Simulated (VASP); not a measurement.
BaTiO3, 5 atoms in the cell. It takes space group R3m (No. 160, trigonal). Conventional cell: a = 5.721 Å, b = 5.721 Å, c = 7.038 Å, α = 90.00°, β = 90.00°, γ = 120.00°. Within 3.7 Å of Ba (site symmetry 3m) lie 12 O at 2.80 to 2.94 Å and 7 Ti at 3.15 to 3.65 Å. Within 2.4 Å of Ti (site symmetry 3m) lie 6 O at 1.77 to 2.35 Å. Within 2.4 Å of O (site symmetry m) lie 2 Ti at 1.77 to 2.35 Å.  This cell differs from its parent crystal: atom 2 (Ti) moved by (+0.000, +0.300) A along y and z.

| Quantity | Value |
| --- | --- |
| Program | VASP 6.6.1 |
| Task | single point |
| Functional | PBE |
| Potentials or basis | VASP PAW PBE potentials, release 64 (Ba_sv, Ti_sv, O) |
| Cutoff | 520 eV |
| k mesh | 6 × 6 × 6 |
| Occupations | gaussian, width 0.05 eV |
| Spin | no spin polarisation |
| Hubbard terms | Ti d U = 4.0 eV |
| Dipole correction | no |
| Further INCAR settings | ALGO = Normal; EDIFF = 1e-06; NBANDS = 28 |

Potentials or basis: VASP PAW PBE potentials, release 64 (Ba_sv, Ti_sv, O).

Launch:

```console
$ cat potpaw_PBE.64/Ba_sv/POTCAR potpaw_PBE.64/Ti_sv/POTCAR potpaw_PBE.64/O/POTCAR > POTCAR
$ mpirun -np 1 vasp_std > vasp.out
```

Hardware: 1 thread of Intel Xeon 8259CL, with other jobs on the host.

Question: How long does it take, and how much memory?

Answer: Wall time 80 s on 1 thread of Intel Xeon 8259CL (shared host), peak memory 0.21 GiB. Counts: scf iterations 14, k points 32.
